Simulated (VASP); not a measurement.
# SbPt (P6_3/mmc) in VASP: further runs

Runs on SbPt. Level: LDA. Tasks: electric field gradients, single point.

Everything below comes from runs of VASP 6.6.1. Logs are shortened: lines on timing, memory, paths and dates and some standing lists are left out, and cuts for length are marked.

**1. The cell of the first run**

It takes space group P6_3/mmc (No. 194, hexagonal). Conventional cell: a = 4.074 Å, b = 4.074 Å, c = 5.398 Å, α = 90.00°, β = 90.00°, γ = 120.00°. Sb (site symmetry -6m2) has 6 Pt at 2.71 Å and 6 Sb at 3.58 Å within 3.6 Å. Pt (site symmetry -3m) has 2 Pt at 2.70 Å and 6 Sb at 2.71 Å within 3.6 Å.

**2. Electric field gradients, LDA (19.40 Å³/atom)**

INCAR reads:

```
PREC     = Accurate       # precision mode
ENCUT    = 520            # plane-wave cutoff, eV
EDIFF    = 1E-8           # SCF threshold, eV
ISMEAR   = -1             # smearing method
SIGMA    = 0.08           # smearing width, eV
LREAL    = False          # projectors in reciprocal space
LASPH    = True           # aspherical terms in the spheres
NELM     = 100            # most SCF steps
ALGO     = Normal         # electronic algorithm
ISIF     = 2              # what is computed and relaxed
LWAVE    = False          # write WAVECAR
LCHARG   = False          # write CHGCAR
LEFG     = True         
NBANDS   = 23             # bands
```

KPOINTS reads:

```
Automatic mesh
0
Gamma
  11 11 8
```

POSCAR reads:

```
SbPt
1.0
    4.0741802462      0.0000000000      0.0000000000
   -2.0370901231      3.5283435928      0.0000000000
    0.0000000000      0.0000000000      5.3980449883
Sb Pt
2 2
Direct
    0.3333333333      0.6666666667      0.2500000000
    0.6666666667      0.3333333333      0.7500000000
    0.0000000000      0.0000000000      0.0000000000
    0.0000000000      0.0000000000      0.5000000000
```

Potentials or basis: VASP PAW LDA potentials, release 64 (Sb, Pt).

Launch:

```bash
cat potpaw_LDA.64/Sb/POTCAR potpaw_LDA.64/Pt/POTCAR > POTCAR
mpirun -np 1 vasp_std > vasp.out
```

OUTCAR:

```text
PREC = Accurate
   ENCUT = 520
   EDIFF = 1E-8
   ISMEAR = -1
   LREAL = False
   LASPH = True
   NELM = 100
   ISIF = 2

 ion  position               nearest neighbor table
   1  0.333  0.667  0.250-   3 2.71   4 2.71   3 2.71   4 2.71   3 2.71   4 2.71   2 3.58   2 3.58
                             2 3.58   2 3.58   2 3.58   2 3.58
   2  0.667  0.333  0.750-   3 2.71   4 2.71   3 2.71   4 2.71   3 2.71   4 2.71   1 3.58   1 3.58
                             1 3.58   1 3.58   1 3.58   1 3.58
   3  0.000  0.000  0.000-   4 2.70   4 2.70   1 2.71   2 2.71   1 2.71   2 2.71   2 2.71   1 2.71

   4  0.000  0.000  0.500-   3 2.70   3 2.70   1 2.71   2 2.71   1 2.71   2 2.71   2 2.71   1 2.71

  LATTYP: Found a hexagonal cell.
 ALAT       =     4.0741802462
 C/A-ratio  =     1.3249401504

  Lattice vectors:

 A1 = (   4.0741802462,   0.0000000000,   0.0000000000)
 A2 = (  -2.0370901231,   3.5283435928,   0.0000000000)
 A3 = (   0.0000000000,   0.0000000000,   5.3980449883)

Analysis of symmetry for initial positions (statically):
=====================================================================
 Subroutine PRICEL returns:
 Original cell was already a primitive cell.

 Routine SETGRP: Setting up the symmetry group for a
 hexagonal supercell.

 Subroutine GETGRP returns: Found 24 space group operations
 (whereof 12 operations were pure point group operations)
 out of a pool of 24 trial point group operations.

The static configuration has the point symmetry D_3d.
 The point group associated with its full space group is D_6h.

Analysis of symmetry for dynamics (positions and initial velocities):
=====================================================================
 Subroutine PRICEL returns:
 Original cell was already a primitive cell.

 Routine SETGRP: Setting up the symmetry group for a
 hexagonal supercell.

 Subroutine GETGRP returns: Found 24 space group operations
 (whereof 12 operations were pure point group operations)
 out of a pool of 24 trial point group operations.

The dynamic configuration has the point symmetry D_3d.
 The point group associated with its full space group is D_6h.

 Subroutine INISYM returns: Found 24 space group operations
 (whereof 12 operations are pure point group operations),
 and found     1 'primitive' translations

----------------------------------------------------------------------------------------

                                     Primitive cell

  volume of cell :      77.5975

  direct lattice vectors                    reciprocal lattice vectors
     4.074180246  0.000000000  0.000000000     0.245448149  0.141709555  0.000000000
    -2.037090123  3.528343593  0.000000000     0.000000000  0.283419110  0.000000000
     0.000000000  0.000000000  5.398044988     0.000000000  0.000000000  0.185252254

  length of vectors
     4.074180246  4.074180246  5.398044988     0.283419110  0.283419110  0.185252254

  position of ions in fractional coordinates (direct lattice)
     0.333333333  0.666666667  0.250000000
     0.666666667  0.333333333  0.750000000
     0.000000000  0.000000000  0.000000000
     0.000000000  0.000000000  0.500000000

  ion indices of the primitive-cell ions
   primitive index   ion index
                 1           1
                 2           2
                 3           3
                 4           4

----------------------------------------------------------------------------------------

 KPOINTS: Automatic mesh

Automatic generation of k-mesh.
 Grid dimensions read from file:
 generate k-points for:   11   11    8

 Generating k-lattice:

  Cartesian coordinates                     Fractional coordinates (reciprocal lattice)
     0.022313468  0.012882687  0.000000000     0.090909091  0.000000000  0.000000000
     0.000000000  0.025765374  0.000000000     0.000000000  0.090909091  0.000000000
     0.000000000  0.000000000  0.023156532     0.000000000  0.000000000  0.125000000

  Length of vectors
     0.025765374  0.025765374  0.023156532

  Shift w.r.t. Gamma in fractional coordinates (k-lattice)
     0.000000000  0.000000000  0.000000000

 Subroutine IBZKPT returns following result:
 ===========================================

 Found     80 irreducible k-points:

 Following reciprocal coordinates:
            Coordinates               Weight
  0.000000  0.000000  0.000000      1.000000
  0.090909  0.000000  0.000000      6.000000
  0.181818  0.000000  0.000000      6.000000
  0.272727 -0.000000  0.000000      6.000000
  0.363636  0.000000  0.000000      6.000000
  0.454545  0.000000  0.000000      6.000000
[... 16 lines left out ...]
  0.090909  0.090909  0.125000     12.000000
  0.181818  0.090909  0.125000     24.000000
 [... further k-points ...]
   k-points           NKPTS =     80   k-points in BZ     NKDIM =     80   number of bands    NBANDS=     23
   number of dos      NEDOS =    301   number of ions     NIONS =      4
   total plane-waves  NPLWV =  36000
   dimension x,y,z NGX =    30 NGY =   30 NGZ =   40
   dimension x,y,z NGXF=    60 NGYF=   60 NGZF=   80
   ions per type =               2   2
   NGX,Y,Z   is equivalent  to a cutoff of  12.24, 12.24, 12.32 a.u.
   NGXF,Y,Z  is equivalent  to a cutoff of  24.48, 24.48, 24.64 a.u.
 SYSTEM =  unknown system
   PREC   = accura    normal or accurate (medium, high low for compatibility)
   ISTART =      0    job   : 0-new  1-cont  2-samecut
   ICHARG =      2    charge: 1-file 2-atom 10-const
   ISPIN  =      1    spin polarized calculation?
   LNONCOLLINEAR =      F non collinear calculations
   LSORBIT =      F    spin-orbit coupling
   LASPH  =      T    aspherical Exc in radial PAW
   ENCUT  =  520.0 eV  38.22 Ry    6.18 a.u.   7.58  7.58 10.04*2*pi/ulx,y,z
   NELM   =    100;   NELMIN=  2; NELMDL= -5     # of ELM steps
   EDIFF  = 0.1E-07   stopping-criterion for ELM
   LREAL  =      F    real-space projection
   EDIFFG = 0.1E-06   stopping-criterion for IOM
   NSW    =      0    number of steps for IOM
   IBRION =     -1    ionic relax: 0-MD 1-quasi-New 2-CG
   NFREE  =      0    steps in history (QN), initial steepest desc. (CG)
   ISIF   =      2    stress and relaxation
   ISYM   =      2    0-nonsym 1-usesym 2-fastsym
   POTIM  = 0.5000    time-step for ionic-motion
   TEBEG  =    0.0;   TEEND  =   0.0 temperature during run
   PSTRESS=    0.0 pullay stress
   NELECT =      30.0000    total number of electrons
   NUPDOWN=      -1.0000    fix difference up-down
   EMIN   =  10.00;   EMAX   =-10.00  energy-range for DOS
   EFERMI =   0.00;   METHOD = LEGACY
   ISMEAR =    -1;   SIGMA  =   0.08  broadening in eV -4-tet -1-fermi 0-gaus
   EFERMI_NEDOS =   21; number of points for ismear=-14 and -15
   IALGO  =     38    algorithm
   IMIX   =      4    mixing-type and parameters
     AMIX     =   0.40;   BMIX     =  1.00
     AMIX_MAG =   1.60;   BMIX_MAG =  1.00
  volume/ion in A,a.u.               =      19.40       130.91
  Fermi-wavevector in a.u.,A,eV,Ry     =   1.192613  2.253711 19.351903  1.422325
  Thomas-Fermi vector in A             =   2.328647
   LORBIT       =      0    0 simple, 1 ext, 2 COOP (PROOUT), +10 PAW based schemes
   GGA     = CA    functional components
   LHFCALC =     F    Hartree Fock is set to
   AEXX    =    0.0000 exact exchange contribution
   IVDW    =     0    specifies the selected vdW correction
   LEPSILON=     F    determine dielectric tensor
   LRPA    =     F    only Hartree local field effects (RPA)
 non-spin polarized calculation
  energy-cutoff  :      520.00
  volume of cell :       77.60
 maximum number of plane-waves:      2114
   NGX = 15   NGY = 15   NGZ = 21

 number of electron      30.0000000 magnetization

 Free energy of the ion-electron system (eV)
  ---------------------------------------------------
  ext. energy  EPLUGINS =         0.00000000
  ---------------------------------------------------
  free energy    TOTEN  =       -26.28498947 eV

  energy without entropy =      -26.24477576  energy(sigma->0) =      -26.26488262

 E-fermi :  10.8150     XC(G=0): -11.8626

 val. band max:       10.8023406785   @ k =   0.2727   0.0909   0.5000
 cond. band min:      10.8220143179   @ k =   0.3636   0.0909   0.0000
 fundamental gap:      0.0196736393
 Fermi energy:        10.8149545957

 k-point     1 :       0.0000    0.0000    0.0000
  band No.  band energies     occupation
      1      -2.5885      2.00000
      2       1.6090      2.00000
      3       3.4029      2.00000
      4       4.3982      2.00000
      5       4.3982      2.00000
      6       4.4459      2.00000
[... 15 lines left out ...]
     22      16.0590      0.00000
     23      18.8421      0.00000

 k-point     2 :       0.0909    0.0000    0.0000
  band No.  band energies     occupation
      1      -2.4818      2.00000
      2       1.4749      2.00000
      3       3.5301      2.00000
      4       4.4243      2.00000
      5       4.4261      2.00000
      6       4.6075      2.00000
[... 15 lines left out ...]
     22      16.6067      0.00000
     23      17.7616      0.00000

 k-point     3 :       0.1818    0.0000    0.0000
  band No.  band energies     occupation
      1      -2.1675      2.00000
      2       1.1730      2.00000
      3       3.9016      2.00000
      4       4.3317      2.00000
      5       4.4871      2.00000
      6       5.1014      2.00000
[... 15 lines left out ...]
     22      17.5891      0.00000
     23      17.6920      0.00000
[... 495 lines left out ...]
 k-point    23 :       0.0909    0.0909    0.1250
  band No.  band energies     occupation
      1      -2.1874      2.00000
      2       0.9724      2.00000
      3       3.8949      2.00000
      4       4.4918      2.00000
      5       4.5385      2.00000
      6       5.2309      2.00000
[... 15 lines left out ...]
     22      17.3205      0.00000
     23      17.6434      0.00000

 k-point    24 :       0.1818    0.0909    0.1250
  band No.  band energies     occupation
      1      -1.7834      2.00000
      2       0.8030      2.00000
      3       4.1485      2.00000
      4       4.3086      2.00000
      5       4.5726      2.00000
      6       5.3913      2.00000
[... 15 lines left out ...]
     22      17.3877      0.00000
     23      18.1712      0.00000

 [... further k-points ...]
[... 5 lines left out ...]
  --------------------------------------------------------------------------------------
  -------------------------------------------------------------------------------------
  Total        3.4672989      3.4672989      3.2703934     -0.0000000      0.0000000     -0.0000000
  in kB       71.5903126     71.5903126     67.5247469     -0.0000000      0.0000000     -0.0000000
  external PRESSURE =      70.2351240 kB  Pullay stress =       0.0000000 kB

 VOLUME and BASIS-vectors are now :
 -----------------------------------------------------------------------------
  energy-cutoff  :      520.00
  volume of cell :       77.60
      direct lattice vectors                 reciprocal lattice vectors
     4.074180246  0.000000000  0.000000000     0.245448149  0.141709555  0.000000000
    -2.037090123  3.528343593  0.000000000     0.000000000  0.283419110  0.000000000
     0.000000000  0.000000000  5.398044988     0.000000000  0.000000000  0.185252254

 POSITION                                       TOTAL-FORCE (eV/Angst)
 -----------------------------------------------------------------------------------
     -0.00000      2.35223      1.34951        -0.000000      0.000000      0.000000
      2.03709      1.17611      4.04853         0.000000     -0.000000      0.000000
      0.00000      0.00000      0.00000        -0.000000      0.000000      0.000000
      0.00000      0.00000      2.69902         0.000000      0.000000      0.000000
 -----------------------------------------------------------------------------------
    total drift:                               -0.000000      0.000000      0.000000

  FREE ENERGIE OF THE ION-ELECTRON SYSTEM (eV)
  ---------------------------------------------------
  free  energy   TOTEN  =       -26.2849894713 eV

  energy  without entropy=      -26.2447757621  energy(sigma->0) =      -26.26488262

 Electric field gradients (V/A^2)
---------------------------------------------------------------------
 ion       V_xx      V_yy      V_zz      V_xy      V_xz      V_yz
---------------------------------------------------------------------
   1     -12.191   -12.191    24.382    -0.000     0.000     0.000
   2     -12.191   -12.191    24.382    -0.000     0.000     0.000
   3      63.960    63.961  -127.921     0.000    -0.000     0.000
   4      63.960    63.961  -127.921     0.000     0.000    -0.000
---------------------------------------------------------------------

 Electric field gradients after diagonalization (V/A^2)
 (convention: |V_zz| > |V_xx| > |V_yy|)
----------------------------------------------------------------------
 ion       V_xx      V_yy      V_zz     asymmetry (V_yy - V_xx)/ V_zz
----------------------------------------------------------------------
   1     -12.191   -12.191    24.382       0.000
   2     -12.191   -12.191    24.382       0.000
   3      63.961    63.960  -127.921       0.000
   4      63.961    63.960  -127.921       0.000
----------------------------------------------------------------------

           NMR quadrupolar parameters

 Cq : quadrupolar parameter    Cq=e*Q*V_zz/h
 eta: asymmetry parameters     (V_yy - V_xx)/ V_zz
 Q  : nuclear electric quadrupole moment in mb (millibarn)
----------------------------------------------------------------------
 ion       Cq(MHz)       eta       Q (mb)
----------------------------------------------------------------------
   1       0.059       0.000       1.000
   2       0.059       0.000       1.000
   3      -0.309       0.000       1.000
   4      -0.309       0.000       1.000
----------------------------------------------------------------------
```

It took 2.1 min on 1 thread of Intel Xeon 8259CL, shared host; peak memory 0.25 GiB.

Results:

```
Free energy                             : -26.2850 eV
Pressure                                : 7.0 GPa
Band gap on the k mesh                  : zero (bands 15 and 16 overlap by 4.16 eV)
Largest electric field gradient by atom : Sb +24.4; Pt -127.9 V/Å²
```

Stress tensor (GPa, compression positive):
```
7.16 0.00 0.00
0.00 7.16 0.00
0.00 0.00 6.75
```

Electric field gradients, principal values (V/Å²):
```tsv
atom	least	middle	greatest (by size)
1 Sb	-12.191	-12.191	24.382
2 Sb	-12.191	-12.191	24.382
3 Pt	63.960	63.961	-127.921
4 Pt	63.960	63.961	-127.921
```

Caveat: the cell stands under pressure; without QUAD_EFG the Cq values of the log hold for a quadrupole moment of 1 mb, not for the nuclei; spin-orbit coupling is left out, which moves the levels of the heavy elements.

(Part 1 of 3 ends here.)
